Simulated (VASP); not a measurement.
## Bi: relaxation of shape and atoms at fixed volume with PBE+D3(BJ)

Bi:

```
CELL_PARAMETERS angstrom
2.28979 1.32201 3.92017
-2.28979 1.32201 3.92017
0.00000 -2.64403 3.92017
ATOMIC_POSITIONS crystal
Bi 0.23713 0.23713 0.23713
Bi 0.76287 0.76287 0.76287
```

```
Program                : VASP 6.6.1
Task                   : relaxation of shape and atoms at fixed volume
Functional             : PBE
Dispersion             : D3(BJ)
Potentials or basis    : VASP PAW PBE potentials, release 64 (Bi_d)
Cutoff                 : 600 eV
k mesh                 : 12 × 12 × 12
Occupations            : gaussian, width 0.1 eV
Spin                   : no spin polarisation
Dipole correction      : no
Further INCAR settings : ALGO = Fast; EDIFF = 1e-06; IBRION = 2; EDIFFG = -0.01; NSW = 50; ISIF = 4
```

The energy gained by relaxing is 1.1 meV/atom, the ionic steps are 9 and the pressure after relaxing is -1.0 GPa. The largest force after relaxing is 0.008 eV/Å, the band gap on the k mesh is zero (bands 15 and 16 overlap by 0.19 eV) and the dispersion energy per atom is -0.448 eV.

Forces on the atoms (eV/Å):
```
Bi   0.000  0.000  0.008
Bi   0.000  0.000 -0.008
```

Step by step:
| step | energy change (eV) | largest force (eV/Å) | pressure (GPa) | volume (Å³) |
| --- | --- | --- | --- | --- |
| 1 | 0.0000 | 0.1003 | -1.38 | 71.20 |
| 2 | -0.0009 | 0.0662 | -1.26 | 71.20 |
| 3 | -0.0017 | 0.0267 | -1.19 | 71.20 |
| 4 | -0.0018 | 0.0538 | -0.96 | 71.20 |
| 5 | -0.0020 | 0.0015 | -1.06 | 71.20 |
| 6 | -0.0020 | 0.0208 | -1.02 | 71.20 |
| 7 | -0.0020 | 0.0024 | -1.05 | 71.20 |
| 8 | -0.0020 | 0.0180 | -1.05 | 71.20 |
| 9 | -0.0021 | 0.0078 | -1.03 | 71.20 |

Final structure:
```cif
data_structure
_symmetry_space_group_name_H-M 'P 1'
_symmetry_Int_Tables_number 1
_cell_length_a 4.7472
_cell_length_b 4.7472
_cell_length_c 4.7472
_cell_angle_alpha 57.444
_cell_angle_beta 57.444
_cell_angle_gamma 57.444
_cell_volume 71.20
loop_
_atom_site_label
_atom_site_type_symbol
_atom_site_fract_x
_atom_site_fract_y
_atom_site_fract_z
_atom_site_occupancy
Bi1 Bi 0.23562 0.23562 0.23562 1
Bi2 Bi 0.76438 0.76438 0.76438 1
```

Levels at points of the mesh, in eV from the Fermi level:
```
           k point  band 12  band 13  band 14  band 15  band 16  band 17  band 18  band 19
(0.00, 0.00, 0.00)    -7.50    -1.45    -1.16    -1.16     2.62     2.98     2.98     5.58
(0.50, 0.00, 0.00)   -10.49    -1.21    -1.04    -0.25    -0.23     0.47     0.93     7.58
(0.50, 0.50, 0.00)    -9.41    -4.62    -2.97    -2.83     2.48     4.89     5.33     6.69
(0.50, 0.50, 0.50)    -9.96    -0.84    -0.52    -0.52     0.64     0.64     0.65     7.11
```

Wall time 43 min on 1 thread of Intel Xeon 8259CL, on a shared host, peak memory 0.45 GiB.

Caveat: spin-orbit coupling is left out, which moves the levels of the heavy elements.
